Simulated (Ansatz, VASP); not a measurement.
## MgH2Ir2 in VASP and in Ansatz

```xyz
5
Lattice="-1.8958 1.8958 4.2595 1.8958 -1.8958 4.2595 1.8958 1.8958 -4.2595" Properties=species:S:1:pos:R:3 pbc="T T T"
Mg    0.0000    0.0000    0.0000
H     0.0000    0.0000    5.9763
H     0.0000    0.0000    2.5427
Ir    1.8958    0.0000    2.1298
Ir    0.0000    1.8958    2.1298
```

Change from the starting cell: species swapped into the DyGe2Pd2 type (I4/mmm, No. 139).

Alike in both runs: functional PBE; k mesh 6 × 6 × 6; occupations gaussian, width 0.1 eV; no spin polarisation.

Ansatz relaxed the structure, and its values are those at the end. VASP's run is a single point on that final structure, the one shown.

```csv
,VASP,Ansatz
version,VASP 6.6.1,Ansatz 0.2.0
potentials or method,"VASP PAW PBE potentials, release 64 (Mg, H, Ir), cutoff 520 eV","scalar-relativistic, plane waves, PAW"
valence electrons in the cell,22,46
```

VASP gave:

```
gap on the k mesh at the Fermi level (eV) : none
pressure (GPa)                            : 0.1
rms of the force components (eV/Å)        : 0.004
```

Q: Which values does Ansatz return?

A: gap on the k mesh at the Fermi level (eV): none; pressure (GPa): 0.0; rms of the force components (eV/Å): 0.000.

A gap of «none» marks a metal or a gap that the smearing closes. VASP's potentials hold 22 valence electrons a cell and Ansatz's 46, so a difference there can come from the potentials and not from the codes.

The k mesh is coarse, so the values compare programs but aren't converged. Spin-orbit coupling is off throughout.
